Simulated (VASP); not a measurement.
# FeO: single point with PBEsol+D4

**The experiment to reproduce.**

“W\"ustite: Electric, thermodynamic and optical properties of FeO”, 2012, arxiv:1203.1201 quotes, for a bulk crystal of FeO: band gap 2.4 eV (optical).

FeO:

```
Fe O
1.0
     0.00000    2.14172    2.14172
     2.14172    0.00000    2.14172
     2.14172    2.14172    0.00000
Fe O
1 1
Direct
  0.00000 0.00000 0.00000
  0.50000 0.50000 0.50000
```

```
Program             : VASP 6.6.1
Task                : single point
Functional          : PBEsol
Dispersion          : D4
Potentials or basis : VASP PAW PBE potentials, release 64 (Fe, O)
Cutoff              : 520 eV
k mesh              : 11 × 11 × 11
Occupations         : fermi-dirac, width 0.05 eV
Spin                : collinear spin, ferromagnetic start
Starting moments    : [3.0, 0.0] μB
```

```yaml
Pressure: 0.4 GPa
Band_gap_on_the_k_mesh: zero (filled and empty bands overlap)
Net_moment: 4.00 μB per cell
Site_moments: Fe +3.61; O +0.31 μB
Valence_electrons_inside_the_program's_atomic_spheres: Fe 6.78; O 4.98
Dispersion_energy_per_atom: -0.196 eV
```

Levels at points of the mesh, in eV from the Fermi level:
Spin up:
```
           k point  band 5  band 6  band 7  band 8  band 9  band 10  band 11  band 12  band 13  band 14
(0.00, 0.00, 0.00)   -3.90   -3.90   -3.90   -3.66   -3.66     0.10    15.30    17.03    17.03    17.03
```
Spin down:
| k point | band 3 | band 4 | band 5 | band 6 | band 7 | band 8 |
| --- | --- | --- | --- | --- | --- | --- |
| (0.00, 0.00, 0.00) | -3.30 | -3.30 | -0.77 | -0.77 | -0.77 | 0.11 |

Run time: 18 s on 1 thread of Intel(R) Xeon(R) 6975P-C (Granite Rapids) (shared host), peak memory 0.16 GiB.

A measured gap of FeO is 2.4 eV (optical; quoted in “W\"ustite: Electric, thermodynamic and optical properties of FeO”, 2012, arxiv:1203.1201); the calculated 0.00 eV misses it by -2.40 eV. So large a miss can be the level of theory's own, or it may mean another phase, state or a wrong row. The value is that of PBEsol+D4 on a finite k mesh, which can miss the band edges, without temperature or zero-point motion. Semilocal functionals fall short of measured gaps as a rule. The run's magnetic order (collinear spin, ferromagnetic start) needn't be the measured crystal's.

Caveat: the PAW data sets were made with another functional, which shifts forces and pressure a little; a cell with one magnetic atom can't hold antiferromagnetic order, which such compounds often take; semilocal functionals often make such compounds metallic where correlation or magnetic order opens a gap, which also shifts bond lengths.
